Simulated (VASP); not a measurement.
Runs of VASP 6.6.1 on HfN. The structure is that of space group Pm-3m (No. 221), or close to it. The cells are those of the table. 

```csv
task,level,potentials or basis,U,cell,k mesh,cutoff (eV),grid for exact exchange (PRECFOCK),share of exact exchange,gap on the mesh (eV),pressure (GPa)
single point,HF,"VASP PAW PBE potentials, release 64 (Hf_pv, N)",-,"a = 2.825 Å, 2 atoms",5 × 5 × 5,520,Normal,1,none,-7.4
single point,B3LYP,"VASP PAW PBE potentials, release 64 (Hf_pv, N)",-,"a = 2.831 Å, 2 atoms",5 × 5 × 5,520,Normal,0.2,none,-3.3
single point,LDA+U,"VASP PAW LDA potentials, release 64 (Hf_pv, N)",Hf d U = 4.0 eV,"a = 2.825 Å, 2 atoms",9 × 9 × 9,520,-,-,none,-1.1
single point,r2SCAN+U,"VASP PAW PBE potentials, release 64 (Hf_pv, N)",Hf d U = 4.0 eV,"a = 2.825 Å, 2 atoms",9 × 9 × 9,520,-,-,none,(a)
relaxation of cell and atoms,PBEsol-based global hybrid with 25 % exact exchange,"VASP PAW PBE potentials, release 64 (Hf_pv, N)",-,"relaxed from a = 2.825 Å, 2 atoms",5 × 5 × 5,600,Normal,0.25,none,-0.1
```

Alike in all rows: no spin polarisation; smearing fermi-dirac 0.05 eV.

Problem. Fill in the values left out.

Solution. (a) 7.6.

Caveats: some runs use coarse meshes; spin-orbit coupling is left out, which moves the levels of the heavy elements; the PAW data sets were made with another functional, which shifts forces and pressure a little (at least some runs); U without spin polarisation on a metal has little footing (at least some runs); the cell stands under pressure (at least some runs).

A k mesh can miss the band edges, and the runs leave out spin-orbit coupling on Hf.

A gap of «none» marks levels without a gap at the run's occupations.
